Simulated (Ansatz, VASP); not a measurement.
# Cr in VASP and in Ansatz

Contents of INCAR:

```
SYSTEM = Cr
PREC = Accurate ; ENCUT = 520
EDIFF = 1E-7 ; ISMEAR = 0
SIGMA = 0.15 ; LREAL = .FALSE.
LASPH = .TRUE. ; NELM = 80
ALGO = Fast ; ISIF = 2
LWAVE = .FALSE. ; LCHARG = .FALSE.
GGA = PE ; NBANDS = 12
```

The input KPOINTS:

```
regular mesh
0
G
  26 26 26
  0 0 0
```

POSCAR

```
Cr
1.0
   -1.5222193075      1.5222193075      1.2938864114
    1.5222193075     -1.5222193075      1.2938864114
    1.5222193075      1.5222193075     -1.2938864114
Cr
1
Direct
    0.0000000000      0.0000000000      0.0000000000
```

Input for Ansatz:

```yaml
crystal:
  lattice:
    - [-1.5222193075, 1.5222193075, 1.2938864114]
    - [1.5222193075, -1.5222193075, 1.2938864114]
    - [1.5222193075, 1.5222193075, -1.2938864114]
  atoms:
    - { symbol: Cr, position: [0.0, 0.0, 0.0] }
basis:
  ecutwfc: 420
kpoints:
  mp_grid: { grid: [26, 26, 26] }
hamiltonian:
  xc: pbe
scf:
  occupations: { method: gaussian, width: 0.15 }
output:
  forces: true
  stress: true
  eigenvalues: true
```

Alike in both runs: task single point; functional PBE; k mesh 26 × 26 × 26; occupations gaussian, width 0.15 eV; no spin polarisation.

|  | VASP | Ansatz |
| --- | --- | --- |
| version | VASP 6.6.1 | Ansatz 0.2.0 |
| potentials or method | VASP PAW PBE potentials, release 64 (Cr_pv), cutoff 520 eV | scalar-relativistic, plane waves, PAW |
| valence electrons in the cell | 12 | 14 |

|  | VASP | Ansatz | Ansatz less VASP |
| --- | --- | --- | --- |
| gap on the k mesh at the Fermi level (eV) | none | none | - |
| pressure (GPa) | -5.5 | -5.0 | +0.49 |
| traceless stress, the component that is largest in VASP (GPa) | 25.98 | 26.29 | +0.315 |

A gap of «none» marks a metal or a gap that the smearing closes. VASP's potentials hold 12 valence electrons a cell and Ansatz's 14, so a difference there can come from the potentials and not from the codes.
